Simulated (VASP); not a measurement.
# HfN (I4/mmm) in VASP: a series of runs

The runs below take HfN through single point, with PBEsol.

Program: VASP 6.6.1. These are calculated values, not measurements. Logs are shortened: lines on timing, memory, paths and dates and some standing lists are left out, and cuts for length are marked.

## (1) The cell of the first run

It takes space group I4/mmm (No. 139, tetragonal). The conventional cell has a = 3.211 Å, b = 3.211 Å, c = 4.518 Å, α = 90.00°, β = 90.00°, γ = 90.00°. Hf (site symmetry 4/mmm) has 6 N at 2.26 to 2.27 Å within 3.0 Å. N (site symmetry 4/mmm) has 6 Hf at 2.26 to 2.27 Å within 3.0 Å.

## (2) Single point, PBEsol (strain +0.0050 x Voigt [1, 1, 0, 0, 0, 0])

File INCAR:

```
PREC     = Accurate       # precision mode
ENCUT    = 520            # plane-wave cutoff, eV
EDIFF    = 1E-6           # SCF threshold, eV
ISMEAR   = 0              # smearing method
SIGMA    = 0.15           # smearing width, eV
LREAL    = F              # projectors in reciprocal space
LASPH    = T              # aspherical terms in the spheres
NELM     = 60             # most SCF steps
ALGO     = Normal         # electronic algorithm
ISIF     = 2              # what is computed and relaxed
LWAVE    = F              # write WAVECAR
LCHARG   = F              # write CHGCAR
GGA      = PS             # functional
NBANDS   = 14             # bands
```

File KPOINTS:

```
Automatic mesh
0
Gamma
  18 18 18
```

File POSCAR:

```
HfN
1.0
    0.0000000000      2.2702950000      2.2590000000
    2.2702950000      0.0000000000      2.2590000000
    2.2702950000      2.2702950000      0.0000000000
Hf N
1 1
Direct
    0.0000000000      0.0000000000      0.0000000000
    0.5000000000      0.5000000000      0.5000000000
```

Potentials or basis: VASP PAW PBE potentials, release 64 (Hf_pv, N).

Launch:

```console
> cat potpaw_PBE.64/Hf_pv/POTCAR potpaw_PBE.64/N/POTCAR > POTCAR
> mpirun -np 1 vasp_std > vasp.out
```

OUTCAR:

```text
PREC = Accurate
   ENCUT = 520
   EDIFF = 1E-6
   ISMEAR = 0
   LREAL = F
   LASPH = T
   NELM = 60
   ISIF = 2
   GGA = PS

 ion  position               nearest neighbor table
   1  0.000  0.000  0.000-   2 2.26   2 2.26   2 2.27   2 2.27   2 2.27   2 2.27
   2  0.500  0.500  0.500-   1 2.26   1 2.26   1 2.27   1 2.27   1 2.27   1 2.27

  LATTYP: Found a body centered tetragonal cell.
 ALAT       =     3.2106819796
 C/A-ratio  =     1.4071776740

  Lattice vectors:

 A1 = (   0.0000000000,  -2.2702950000,  -2.2590000000)
 A2 = (   0.0000000000,   2.2702950000,  -2.2590000000)
 A3 = (   2.2702950000,   0.0000000000,   2.2590000000)

Analysis of symmetry for initial positions (statically):
=====================================================================
 Subroutine PRICEL returns:
 Original cell was already a primitive cell.

 Routine SETGRP: Setting up the symmetry group for a
 body centered tetragonal supercell.

 Subroutine GETGRP returns: Found 16 space group operations
 (whereof 16 operations were pure point group operations)
 out of a pool of 16 trial point group operations.

The static configuration has the point symmetry D_4h.

Analysis of symmetry for dynamics (positions and initial velocities):
=====================================================================
 Subroutine PRICEL returns:
 Original cell was already a primitive cell.

 Routine SETGRP: Setting up the symmetry group for a
 body centered tetragonal supercell.

 Subroutine GETGRP returns: Found 16 space group operations
 (whereof 16 operations were pure point group operations)
 out of a pool of 16 trial point group operations.

The dynamic configuration has the point symmetry D_4h.

 Subroutine INISYM returns: Found 16 space group operations
 (whereof 16 operations are pure point group operations),
 and found     1 'primitive' translations

----------------------------------------------------------------------------------------

                                     Primitive cell

  volume of cell :      23.2869

  direct lattice vectors                    reciprocal lattice vectors
     0.000000000  2.270295000  2.259000000    -0.220235696  0.220235696  0.221336875
     2.270295000  0.000000000  2.259000000     0.220235696 -0.220235696  0.221336875
     2.270295000  2.270295000  0.000000000     0.220235696  0.220235696 -0.221336875

  length of vectors
     3.202705167  3.202705167  3.210681980     0.382096239  0.382096239  0.382096239

  position of ions in fractional coordinates (direct lattice)
     0.000000000  0.000000000  0.000000000
     0.500000000  0.500000000  0.500000000

  ion indices of the primitive-cell ions
   primitive index   ion index
                 1           1
                 2           2

----------------------------------------------------------------------------------------

 KPOINTS: Automatic mesh

Automatic generation of k-mesh.
 Grid dimensions read from file:
 generate k-points for:   18   18   18

 Generating k-lattice:

  Cartesian coordinates                     Fractional coordinates (reciprocal lattice)
    -0.012235316  0.012235316  0.012296493     0.055555556  0.000000000  0.000000000
     0.012235316 -0.012235316  0.012296493     0.000000000  0.055555556  0.000000000
     0.012235316  0.012235316 -0.012296493     0.000000000  0.000000000  0.055555556

  Length of vectors
     0.021227569  0.021227569  0.021227569

  Shift w.r.t. Gamma in fractional coordinates (k-lattice)
     0.000000000  0.000000000  0.000000000

 Subroutine IBZKPT returns following result:
 ===========================================

 Found    480 irreducible k-points:

 Following reciprocal coordinates:
            Coordinates               Weight
  0.000000  0.000000  0.000000      1.000000
  0.055556  0.000000  0.000000      8.000000
  0.111111  0.000000  0.000000      8.000000
  0.166667  0.000000  0.000000      8.000000
  0.222222  0.000000  0.000000      8.000000
  0.277778  0.000000  0.000000      8.000000
[... 16 lines left out ...]
 -0.277778  0.055556  0.000000      8.000000
 -0.222222  0.055556  0.000000      8.000000
 [... further k-points ...]
   k-points           NKPTS =    480   k-points in BZ     NKDIM =    480   number of bands    NBANDS=     14
   number of dos      NEDOS =    301   number of ions     NIONS =      2
   total plane-waves  NPLWV =  13824
   dimension x,y,z NGX =    24 NGY =   24 NGZ =   24
   dimension x,y,z NGXF=    48 NGYF=   48 NGZF=   48
   ions per type =               1   1
   NGX,Y,Z   is equivalent  to a cutoff of  12.46, 12.46, 12.43 a.u.
   NGXF,Y,Z  is equivalent  to a cutoff of  24.92, 24.92, 24.85 a.u.
 SYSTEM =  unknown system
   PREC   = accura    normal or accurate (medium, high low for compatibility)
   ISTART =      0    job   : 0-new  1-cont  2-samecut
   ICHARG =      2    charge: 1-file 2-atom 10-const
   ISPIN  =      1    spin polarized calculation?
   LNONCOLLINEAR =      F non collinear calculations
   LSORBIT =      F    spin-orbit coupling
   LASPH  =      T    aspherical Exc in radial PAW
   ENCUT  =  520.0 eV  38.22 Ry    6.18 a.u.   5.95  5.95  5.97*2*pi/ulx,y,z
   NELM   =     60;   NELMIN=  2; NELMDL= -5     # of ELM steps
   EDIFF  = 0.1E-05   stopping-criterion for ELM
   LREAL  =      F    real-space projection
   EDIFFG = 0.1E-04   stopping-criterion for IOM
   NSW    =      0    number of steps for IOM
   IBRION =     -1    ionic relax: 0-MD 1-quasi-New 2-CG
   NFREE  =      0    steps in history (QN), initial steepest desc. (CG)
   ISIF   =      2    stress and relaxation
   ISYM   =      2    0-nonsym 1-usesym 2-fastsym
   POTIM  = 0.5000    time-step for ionic-motion
   TEBEG  =    0.0;   TEEND  =   0.0 temperature during run
   PSTRESS=    0.0 pullay stress
   NELECT =      15.0000    total number of electrons
   NUPDOWN=      -1.0000    fix difference up-down
   EMIN   =  10.00;   EMAX   =-10.00  energy-range for DOS
   EFERMI =   0.00;   METHOD = LEGACY
   ISMEAR =     0;   SIGMA  =   0.15  broadening in eV -4-tet -1-fermi 0-gaus
   EFERMI_NEDOS =   21; number of points for ismear=-14 and -15
   IALGO  =     38    algorithm
   IMIX   =      4    mixing-type and parameters
     AMIX     =   0.40;   BMIX     =  1.00
     AMIX_MAG =   1.60;   BMIX_MAG =  1.00
  volume/ion in A,a.u.               =      11.64        78.57
  Fermi-wavevector in a.u.,A,eV,Ry     =   1.413844  2.671779 27.197451  1.998956
  Thomas-Fermi vector in A             =   2.535448
   LORBIT       =      0    0 simple, 1 ext, 2 COOP (PROOUT), +10 PAW based schemes
   GGA     = PS    functional components
   LHFCALC =     F    Hartree Fock is set to
   AEXX    =    0.0000 exact exchange contribution
   IVDW    =     0    specifies the selected vdW correction
   LEPSILON=     F    determine dielectric tensor
   LRPA    =     F    only Hartree local field effects (RPA)
 non-spin polarized calculation
 Gauss-broadening in eV      SIGMA  =   0.15
  energy-cutoff  :      520.00
  volume of cell :       23.29
 maximum number of plane-waves:       639
   NGX = 11   NGY = 11   NGZ = 11

 number of electron      15.0000000 magnetization

 Free energy of the ion-electron system (eV)
  ---------------------------------------------------
  ext. energy  EPLUGINS =         0.00000000
  ---------------------------------------------------
  free energy    TOTEN  =       -22.97946722 eV

  energy without entropy =      -22.97210264  energy(sigma->0) =      -22.97578493

 E-fermi :   8.0968     XC(G=0): -12.8417

 val. band max:        8.0943364169   @ k =  -0.1111   0.0556   0.0000
 cond. band min:       8.1019042760   @ k =   0.4444   0.1111   0.2222
 fundamental gap:      0.0075678591
 Fermi energy:         8.0968250452

 k-point     1 :       0.0000    0.0000    0.0000
  band No.  band energies     occupation
      1     -22.9911      2.00000
      2     -22.9911      2.00000
      3     -22.9861      2.00000
      4      -9.2693      2.00000
      5       5.1294      2.00000
      6       5.1294      2.00000
      7       5.1534      2.00000
      8       7.7266      1.99952
      9       7.7266      1.99952
     10       7.7821      1.99699
     11       9.7944      0.00000
     12       9.9929      0.00000
     13      10.0989      0.00000
     14      17.6248      0.00000

 k-point     2 :       0.0556    0.0000    0.0000
  band No.  band energies     occupation
      1     -23.0207      2.00000
      2     -22.9939      2.00000
      3     -22.9901      2.00000
      4      -9.1982      2.00000
      5       4.8047      2.00000
      6       4.9392      2.00000
      7       4.9566      2.00000
      8       7.8263      1.98925
      9       7.8356      1.98620
     10       7.8827      1.95650
     11      10.0316      0.00000
     12      10.2348      0.00000
     13      10.3410      0.00000
     14      17.8669      0.00000

 k-point     3 :       0.1111    0.0000    0.0000
  band No.  band energies     occupation
      1     -23.1089      2.00000
      2     -23.0017      2.00000
      3     -22.9974      2.00000
      4      -8.9918      2.00000
      5       4.0344      2.00000
      6       4.4809      2.00000
      7       4.4977      2.00000
      8       8.0045      1.61606
      9       8.1249      0.79145
     10       8.1551      0.58289
     11      10.6526      0.00000
     12      10.8794      0.00000
     13      10.9857      0.00000
     14      18.5509      0.00000
[... 324 lines left out ...]
 k-point    23 :      -0.2778    0.0556    0.0000
  band No.  band energies     occupation
      1     -23.6067      2.00000
      2     -23.0732      2.00000
      3     -23.0376      2.00000
      4      -7.6463      2.00000
      5       0.9636      2.00000
      6       2.6318      2.00000
      7       2.9511      2.00000
      8       8.9092      0.00000
      9       9.6691      0.00000
     10      10.5692      0.00000
     11      12.9290      0.00000
     12      14.0354      0.00000
     13      14.7494      0.00000
     14      20.2864      0.00000

 k-point    24 :      -0.2222    0.0556    0.0000
  band No.  band energies     occupation
      1     -23.4528      2.00000
      2     -23.0583      2.00000
      3     -23.0215      2.00000
      4      -8.0902      2.00000
      5       1.7716      2.00000
      6       3.0460      2.00000
      7       3.4283      2.00000
      8       8.4971      0.00016
      9       9.0275      0.00000
     10       9.9014      0.00000
     11      12.1181      0.00000
     12      13.2022      0.00000
     13      13.7228      0.00000
     14      20.3097      0.00000

 [... further k-points ...]

------------------------ aborting loop because EDIFF is reached ----------------------------------------

  FORCE on cell =-STRESS in cart. coord.  units (eV):
  Direction    XX          YY          ZZ          XY          YZ          ZX
  --------------------------------------------------------------------------------------
  -------------------------------------------------------------------------------------
  Total       -1.2412446     -1.2412446     -0.9138535      0.0000000     -0.0000000      0.0000000
  in kB      -85.3998585    -85.3998585    -62.8747630      0.0000000     -0.0000000      0.0000000
  external PRESSURE =     -77.8914933 kB  Pullay stress =       0.0000000 kB

 VOLUME and BASIS-vectors are now :
 -----------------------------------------------------------------------------
  energy-cutoff  :      520.00
  volume of cell :       23.29
      direct lattice vectors                 reciprocal lattice vectors
     0.000000000  2.270295000  2.259000000    -0.220235696  0.220235696  0.221336875
     2.270295000  0.000000000  2.259000000     0.220235696 -0.220235696  0.221336875
     2.270295000  2.270295000  0.000000000     0.220235696  0.220235696 -0.221336875

 POSITION                                       TOTAL-FORCE (eV/Angst)
 -----------------------------------------------------------------------------------
      0.00000      0.00000      0.00000        -0.000000      0.000000     -0.000000
      2.27029      2.27029      2.25900         0.000000     -0.000000      0.000000
 -----------------------------------------------------------------------------------
    total drift:                                0.000000     -0.000000     -0.000000

  FREE ENERGIE OF THE ION-ELECTRON SYSTEM (eV)
  ---------------------------------------------------
  free  energy   TOTEN  =       -22.9794672223 eV

  energy  without entropy=      -22.9721026416  energy(sigma->0) =      -22.97578493
```

Run time: 38 s. Hardware: 1 thread of Intel Xeon 6975P-C (Granite Rapids), shared host; peak memory 0.27 GiB.

What came out:

| Property | Result |
| --- | --- |
| Free energy | -22.9795 eV |
| Pressure | -7.8 GPa |

Caveat: the cell differs from its parent crystal (strain +0.0050 x Voigt [1, 1, 0, 0, 0, 0]); the PAW data sets were made with another functional, which shifts forces and pressure a little; spin-orbit coupling is left out, which moves the levels of the heavy elements.

## (3) Single point, PBEsol (strain +0.0100 x Voigt [1, 1, 0, 0, 0, 0])

File INCAR:

```
  ALGO = Normal
  EDIFF = 1E-6
  ENCUT = 520
  GGA = PS
  ISIF = 2
  ISMEAR = 0
  LASPH = T
  LCHARG = T
  LELF = T
  LREAL = F
  LVHAR = T
  LWAVE = F
  NBANDS = 14
  NELM = 100
  PREC = Accurate
  SIGMA = 0.15
```

File KPOINTS:

```
k-points
0
Gamma
  18 18 18
```

File POSCAR:

```
HfN
1.0
    0.0000000000      2.2815900000      2.2590000000
    2.2815900000      0.0000000000      2.2590000000
    2.2815900000      2.2815900000      0.0000000000
Hf N
1 1
Direct
    0.0000000000      0.0000000000      0.0000000000
    0.5000000000      0.5000000000      0.5000000000
```

Potentials or basis: VASP PAW PBE potentials, release 64 (Hf_pv, N).

Launch:

```console
> cat potpaw_PBE.64/Hf_pv/POTCAR potpaw_PBE.64/N/POTCAR > POTCAR
> mpirun -np 1 vasp_std > vasp.out
```

It took 39 s on 1 thread of Intel Xeon 6975P-C (Granite Rapids), shared host; peak memory 0.27 GiB.

It converged, with:

| Property | Result |
| --- | --- |
| Free energy | -22.9649 eV |
| Pressure | -10.2 GPa |

Stress tensor (GPa, compression positive):
```
-11.68   0.00   0.00
  0.00 -11.68   0.00
  0.00   0.00  -7.38
```

Levels at points of the mesh, in eV from the Fermi level:
| k point | band 4 | band 5 | band 6 | band 7 | band 8 | band 9 | band 10 | band 11 | band 12 | band 13 |
| --- | --- | --- | --- | --- | --- | --- | --- | --- | --- | --- |
| (0.00, 0.00, 0.00) | -17.31 | -2.96 | -2.96 | -2.92 | -0.38 | -0.38 | -0.27 | 1.56 | 1.84 | 2.06 |
| (0.50, 0.00, 0.00) | -14.64 | -8.77 | -6.07 | -6.06 | 3.22 | 3.59 | 3.66 | 4.31 | 8.53 | 8.76 |
| (0.50, 0.50, 0.00) | -16.19 | -5.31 | -3.76 | -3.66 | -3.66 | 4.00 | 5.38 | 5.41 | 5.41 | 7.77 |
| (0.50, 0.00, 0.50) | -16.20 | -5.41 | -3.73 | -3.64 | -3.60 | 3.98 | 5.34 | 5.41 | 5.47 | 7.66 |

Caveat: the cell differs from its parent crystal (strain +0.0100 x Voigt [1, 1, 0, 0, 0, 0]); the PAW data sets were made with another functional, which shifts forces and pressure a little; spin-orbit coupling is left out, which moves the levels of the heavy elements.

## (4) Single point, PBEsol (strain +0.0150 x Voigt [1, 1, 0, 0, 0, 0])

File INCAR:

```
SYSTEM = HfN
PREC = Accurate
ENCUT = 520
EDIFF = 1E-7
ISMEAR = 0
SIGMA = 0.15
LREAL = .False.
LASPH = .True.
NELM = 100
ALGO = Normal
ISIF = 2
LWAVE = .False.
LCHARG = .False.
GGA = PS
NBANDS = 14
```

File KPOINTS:

```
Automatic mesh
0
Gamma
  18 18 18
  0 0 0
```

File POSCAR:

```
HfN
1.0
    0.0000000000      2.2928850000      2.2590000000
    2.2928850000      0.0000000000      2.2590000000
    2.2928850000      2.2928850000      0.0000000000
Hf N
1 1
Direct
    0.0000000000      0.0000000000      0.0000000000
    0.5000000000      0.5000000000      0.5000000000
```

Launch:

```console
> cat potpaw_PBE.64/Hf_pv/POTCAR potpaw_PBE.64/N/POTCAR > POTCAR
> mpirun -np 1 vasp_std > vasp.out
```

Wall time 42 s (1 thread of Intel Xeon 6975P-C (Granite Rapids), shared host); peak memory 0.27 GiB.

It converged, with:

```
Free energy : -22.9459 eV
Pressure    : -12.5 GPa
```

Stress tensor (GPa, compression positive):
```
-14.61   0.00   0.00
  0.00 -14.61   0.00
  0.00   0.00  -8.43
```

Levels at points of the mesh, in eV from the Fermi level:
```tsv
k point	band 5	band 6	band 7	band 8	band 9	band 10	band 11	band 12
(0.00, 0.00, 0.00)	-2.96	-2.96	-2.89	-0.39	-0.39	-0.23	1.42	1.78
(0.50, 0.00, 0.00)	-8.72	-6.02	-6.01	3.17	3.53	3.63	4.26	8.36
(0.50, 0.50, 0.00)	-5.27	-3.72	-3.67	-3.67	3.95	5.26	5.33	5.33
(0.50, 0.00, 0.50)	-5.42	-3.68	-3.63	-3.57	3.91	5.23	5.32	5.43
```

Caveat: the cell differs from its parent crystal (strain +0.0150 x Voigt [1, 1, 0, 0, 0, 0]); the PAW data sets were made with another functional, which shifts forces and pressure a little; spin-orbit coupling is left out, which moves the levels of the heavy elements.

[end of part 1 of 2]
